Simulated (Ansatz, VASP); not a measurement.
## Two plane-wave programs on SiC

```
Si C
1.0
     0.00000    2.18986    2.18986
     2.18986    0.00000    2.18986
     2.18986    2.18986    0.00000
Si C
1 1
Direct
  0.00000 0.00000 0.00000
  0.25000 0.25000 0.25000
```

Alike in both runs: task single point; functional PBE; k mesh 10 × 10 × 10; occupations gaussian, width 0.02 eV; no spin polarisation.

```csv
,VASP,Ansatz
version,VASP 6.6.1,Ansatz 0.2.0
potentials or method,"VASP PAW PBE potentials, release 64 (Si, C), cutoff 600 eV","scalar-relativistic, plane waves, PAW"
valence electrons in the cell,8,8
```

Ansatz gave:

| Item | Value |
| --- | --- |
| gap on the k mesh at the Fermi level (eV) | 1.37 |
| least direct gap on the mesh (eV) | 4.53 |
| pressure (GPa) | 0.0 |

Task: Estimate VASP's values.

Result: gap on the k mesh at the Fermi level (eV): 1.37; least direct gap on the mesh (eV): 4.53; pressure (GPa): -0.2.
